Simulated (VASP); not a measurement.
# Co (P6_3/mmc) in VASP: single point with PBE

Aim: the single point of Co with PBE.

All numbers are computed with VASP 6.6.1; they aren't measurements. Logs are shortened: lines on timing, memory, paths and dates and some standing lists are left out, and cuts for length are marked.

**1. The cell of the first run**

The structure is hexagonal, space group P6_3/mmc (No. 194). The conventional cell has a = 2.493 Å, b = 2.493 Å, c = 4.037 Å, α = 90.00°, β = 90.00°, γ = 120.00°. Within 3.3 Å of Co (site symmetry -6m2) lie 12 Co at 2.48 to 2.49 Å.

**2. Single point, PBE, collinear spin, ferromagnetic start**

Contents of INCAR:

```
PREC = Accurate
ENCUT = 520
EDIFF = 1E-7
ISMEAR = -1
SIGMA = 0.1
LREAL = False
LASPH = True
NELM = 150
ALGO = Normal
ISIF = 2
LWAVE = False
LCHARG = False
ISPIN = 2
MAGMOM = 1.7 1.7
LORBIT = 11
LMAXMIX = 4
GGA = PE
NBANDS = 20
```

Contents of KPOINTS:

```
Automatic mesh
0
Gamma
  20 20 11
```

Contents of POSCAR:

```
Co
1.0
    2.4930397979      0.0000000000      0.0000000000
   -1.2465198989      2.1590357976      0.0000000000
    0.0000000000      0.0000000000      4.0369295266
Co
2
Direct
    0.3333333333      0.6666666667      0.2500000000
    0.6666666667      0.3333333333      0.7500000000
```

Potentials or basis: VASP PAW PBE potentials, release 64 (Co).

Launch:

```console
$ cat potpaw_PBE.64/Co/POTCAR > POTCAR
$ mpirun -np 1 vasp_std > vasp.out
```

OUTCAR:

```text
PREC = Accurate
   ENCUT = 520
   EDIFF = 1E-7
   ISMEAR = -1
   LREAL = False
   LASPH = True
   NELM = 150
   ISIF = 2
   ISPIN = 2
   LORBIT = 11
   GGA = PE

 ion  position               nearest neighbor table
   1  0.333  0.667  0.250-   2 2.48   2 2.48   2 2.48   2 2.48   2 2.48   2 2.48
   2  0.667  0.333  0.750-   1 2.48   1 2.48   1 2.48   1 2.48   1 2.48   1 2.48

  LATTYP: Found a hexagonal cell.
 ALAT       =     2.4930397979
 C/A-ratio  =     1.6192800171

  Lattice vectors:

 A1 = (   2.4930397979,   0.0000000000,   0.0000000000)
 A2 = (  -1.2465198989,   2.1590357976,   0.0000000000)
 A3 = (   0.0000000000,   0.0000000000,   4.0369295266)

Analysis of symmetry for initial positions (statically):
=====================================================================
 Subroutine PRICEL returns:
 Original cell was already a primitive cell.

 Routine SETGRP: Setting up the symmetry group for a
 hexagonal supercell.

 Subroutine GETGRP returns: Found 24 space group operations
 (whereof 12 operations were pure point group operations)
 out of a pool of 24 trial point group operations.

The static configuration has the point symmetry D_3d.
 The point group associated with its full space group is D_6h.

Analysis of symmetry for dynamics (positions and initial velocities):
=====================================================================
 Subroutine PRICEL returns:
 Original cell was already a primitive cell.

 Routine SETGRP: Setting up the symmetry group for a
 hexagonal supercell.

 Subroutine GETGRP returns: Found 24 space group operations
 (whereof 12 operations were pure point group operations)
 out of a pool of 24 trial point group operations.

The dynamic configuration has the point symmetry D_3d.
 The point group associated with its full space group is D_6h.

Analysis of structural, dynamic, and magnetic symmetry:
=====================================================================
 Subroutine PRICEL returns:
 Original cell was already a primitive cell.

 Routine SETGRP: Setting up the symmetry group for a
 hexagonal supercell.

 Subroutine GETGRP returns: Found 24 space group operations
 (whereof 12 operations were pure point group operations)
 out of a pool of 24 trial point group operations.

The overall configuration has the point symmetry D_3d.
 The point group associated with its full space group is D_6h.

 Subroutine INISYM returns: Found 24 space group operations
 (whereof 12 operations are pure point group operations),
 and found     1 'primitive' translations

----------------------------------------------------------------------------------------

                                     Primitive cell

  volume of cell :      21.7290

  direct lattice vectors                    reciprocal lattice vectors
     2.493039798  0.000000000  0.000000000     0.401116741  0.231584859  0.000000000
    -1.246519899  2.159035798  0.000000000     0.000000000  0.463169717  0.000000000
     0.000000000  0.000000000  4.036929527     0.000000000  0.000000000  0.247713019

  length of vectors
     2.493039798  2.493039798  4.036929527     0.463169717  0.463169717  0.247713019

  position of ions in fractional coordinates (direct lattice)
     0.333333333  0.666666667  0.250000000
     0.666666667  0.333333333  0.750000000

  ion indices of the primitive-cell ions
   primitive index   ion index
                 1           1
                 2           2

----------------------------------------------------------------------------------------

 KPOINTS: Automatic mesh

Automatic generation of k-mesh.
 Grid dimensions read from file:
 generate k-points for:   20   20   11

 Generating k-lattice:

  Cartesian coordinates                     Fractional coordinates (reciprocal lattice)
     0.020055837  0.011579243  0.000000000     0.050000000  0.000000000  0.000000000
     0.000000000  0.023158486  0.000000000     0.000000000  0.050000000  0.000000000
     0.000000000  0.000000000  0.022519365     0.000000000  0.000000000  0.090909091

  Length of vectors
     0.023158486  0.023158486  0.022519365

  Shift w.r.t. Gamma in fractional coordinates (k-lattice)
     0.000000000  0.000000000  0.000000000

 Subroutine IBZKPT returns following result:
 ===========================================

 Found    264 irreducible k-points:

 Following reciprocal coordinates:
            Coordinates               Weight
  0.000000  0.000000  0.000000      1.000000
  0.050000  0.000000  0.000000      6.000000
  0.100000  0.000000  0.000000      6.000000
  0.150000  0.000000  0.000000      6.000000
  0.200000  0.000000  0.000000      6.000000
  0.250000  0.000000  0.000000      6.000000
[... 16 lines left out ...]
  0.200000  0.100000  0.000000     12.000000
  0.250000  0.100000  0.000000     12.000000
 [... further k-points ...]
   k-points           NKPTS =    264   k-points in BZ     NKDIM =    264   number of bands    NBANDS=     20
   number of dos      NEDOS =    301   number of ions     NIONS =      2
   total plane-waves  NPLWV =  12000
   dimension x,y,z NGX =    20 NGY =   20 NGZ =   30
   dimension x,y,z NGXF=    40 NGYF=   40 NGZF=   60
   ions per type =               2
   NGX,Y,Z   is equivalent  to a cutoff of  13.34, 13.34, 12.35 a.u.
   NGXF,Y,Z  is equivalent  to a cutoff of  26.67, 26.67, 24.71 a.u.
 SYSTEM =  unknown system
   PREC   = accura    normal or accurate (medium, high low for compatibility)
   ISTART =      0    job   : 0-new  1-cont  2-samecut
   ICHARG =      2    charge: 1-file 2-atom 10-const
   ISPIN  =      2    spin polarized calculation?
   LNONCOLLINEAR =      F non collinear calculations
   LSORBIT =      F    spin-orbit coupling
   LASPH  =      T    aspherical Exc in radial PAW
   ENCUT  =  520.0 eV  38.22 Ry    6.18 a.u.   4.64  4.64  7.51*2*pi/ulx,y,z
   NELM   =    150;   NELMIN=  2; NELMDL= -5     # of ELM steps
   EDIFF  = 0.1E-06   stopping-criterion for ELM
   LREAL  =      F    real-space projection
   EDIFFG = 0.1E-05   stopping-criterion for IOM
   NSW    =      0    number of steps for IOM
   IBRION =     -1    ionic relax: 0-MD 1-quasi-New 2-CG
   NFREE  =      0    steps in history (QN), initial steepest desc. (CG)
   ISIF   =      2    stress and relaxation
   ISYM   =      2    0-nonsym 1-usesym 2-fastsym
   POTIM  = 0.5000    time-step for ionic-motion
   TEBEG  =    0.0;   TEEND  =   0.0 temperature during run
   PSTRESS=    0.0 pullay stress
   NELECT =      18.0000    total number of electrons
   NUPDOWN=      -1.0000    fix difference up-down
   EMIN   =  10.00;   EMAX   =-10.00  energy-range for DOS
   EFERMI =   0.00;   METHOD = LEGACY
   ISMEAR =    -1;   SIGMA  =   0.10  broadening in eV -4-tet -1-fermi 0-gaus
   EFERMI_NEDOS =   21; number of points for ismear=-14 and -15
   IALGO  =     38    algorithm
   IMIX   =      4    mixing-type and parameters
     AMIX     =   0.40;   BMIX     =  1.00
     AMIX_MAG =   1.60;   BMIX_MAG =  1.00
  volume/ion in A,a.u.               =      10.86        73.32
  Fermi-wavevector in a.u.,A,eV,Ry     =   1.537513  2.905479 32.163460  2.363948
  Thomas-Fermi vector in A             =   2.644012
   LORBIT       =     11    0 simple, 1 ext, 2 COOP (PROOUT), +10 PAW based schemes
   GGA     = PE    functional components
   LHFCALC =     F    Hartree Fock is set to
   AEXX    =    0.0000 exact exchange contribution
   IVDW    =     0    specifies the selected vdW correction
   LEPSILON=     F    determine dielectric tensor
   LRPA    =     F    only Hartree local field effects (RPA)
 spin polarized calculation
  energy-cutoff  :      520.00
  volume of cell :       21.73
 maximum number of plane-waves:       600
 NGX is ok and might be reduce to    20
   NGX =  9   NGY =  9   NGZ = 15

 number of electron      17.9999998 magnetization       3.1985952

 Free energy of the ion-electron system (eV)
  ---------------------------------------------------
  ext. energy  EPLUGINS =         0.00000000
  ---------------------------------------------------
  free energy    TOTEN  =       -14.10112787 eV

  energy without entropy =      -14.04069311  energy(sigma->0) =      -14.07091049

 E-fermi :  10.2375     XC(G=0): -13.3956

 val. band max:       10.2335899921   @ k =   0.1000   0.0500   0.1818
 cond. band min:      10.2412393822   @ k =   0.2000   0.1000   0.2727
 fundamental gap:      0.0076493901
 Fermi energy:        10.2374913645

 spin component 1

 k-point     1 :       0.0000    0.0000    0.0000
  band No.  band energies     occupation
      1       1.3380      1.00000
      2       5.1200      1.00000
      3       7.6307      1.00000
      4       7.6573      1.00000
      5       7.6573      1.00000
      6       7.9667      1.00000
[... 12 lines left out ...]
     19      36.1294      0.00000
     20      36.1294      0.00000
[... 507 lines left out ...]
 k-point    24 :       0.2500    0.1000    0.0000
  band No.  band energies     occupation
      1       4.2766      1.00000
      2       6.0350      1.00000
      3       6.3680      1.00000
      4       6.8356      1.00000
      5       7.5799      1.00000
      6       7.7292      1.00000
[... 12 lines left out ...]
     19      34.4988      0.00000
     20      35.4863      0.00000

 [... further k-points ...]

 spin component 2

 k-point     1 :       0.0000    0.0000    0.0000
  band No.  band energies     occupation
      1       1.3304      1.00000
      2       6.0520      1.00000
      3       9.2465      0.99995
      4       9.2827      0.99993
      5       9.2827      0.99993
      6       9.6452      0.99733
[... 12 lines left out ...]
     19      36.4157      0.00000
     20      36.4157      0.00000
[... 507 lines left out ...]
 k-point    24 :       0.2500    0.1000    0.0000
  band No.  band energies     occupation
      1       4.3875      1.00000
      2       7.2609      1.00000
      3       7.5320      1.00000
      4       8.0946      1.00000
      5       9.1878      0.99997
      6       9.2549      0.99995
[... 12 lines left out ...]
     19      34.7998      0.00000
     20      35.8451      0.00000

 [... further k-points ...]
[... 5 lines left out ...]
  --------------------------------------------------------------------------------------
  -------------------------------------------------------------------------------------
  Total       -0.0904469     -0.0904469     -0.1088895     -0.0000000      0.0000000      0.0000000
  in kB       -6.6690487     -6.6690487     -8.0289034     -0.0000000      0.0000000      0.0000000
  external PRESSURE =      -7.1223336 kB  Pullay stress =       0.0000000 kB

 VOLUME and BASIS-vectors are now :
 -----------------------------------------------------------------------------
  energy-cutoff  :      520.00
  volume of cell :       21.73
      direct lattice vectors                 reciprocal lattice vectors
     2.493039798  0.000000000  0.000000000     0.401116741  0.231584859  0.000000000
    -1.246519899  2.159035798  0.000000000     0.000000000  0.463169717  0.000000000
     0.000000000  0.000000000  4.036929527     0.000000000  0.000000000  0.247713019

 POSITION                                       TOTAL-FORCE (eV/Angst)
 -----------------------------------------------------------------------------------
     -0.00000      1.43936      1.00923         0.000000     -0.000000      0.000000
      1.24652      0.71968      3.02770        -0.000000      0.000000      0.000000
 -----------------------------------------------------------------------------------
    total drift:                               -0.000000      0.000000     -0.000000

  FREE ENERGIE OF THE ION-ELECTRON SYSTEM (eV)
  ---------------------------------------------------
  free  energy   TOTEN  =       -14.1011278650 eV

  energy  without entropy=      -14.0406931145  energy(sigma->0) =      -14.07091049

 total charge

# of ion       s       p       d       tot
------------------------------------------
    1        0.488   0.520   7.263   8.270
    2        0.488   0.520   7.263   8.270
--------------------------------------------------
tot          0.976   1.039  14.526  16.541

 magnetization (x)

# of ion       s       p       d       tot
------------------------------------------
    1       -0.015  -0.054   1.689   1.620
    2       -0.015  -0.054   1.689   1.620
--------------------------------------------------
tot         -0.030  -0.109   3.378   3.240
```

It took 3.3 min on 1 thread of Intel Xeon Platinum 8259CL at 2.50GHz (Skylake/Cascade Lake), shared host; peak memory 0.27 GiB.

Results:

```yaml
Free_energy: -14.1011 eV
Pressure: -0.7 GPa
Net_moment: 3.20 μB per cell
Site_moments: Co +1.62 μB
Valence_electrons_inside_the_program's_atomic_spheres: Co 8.27
```
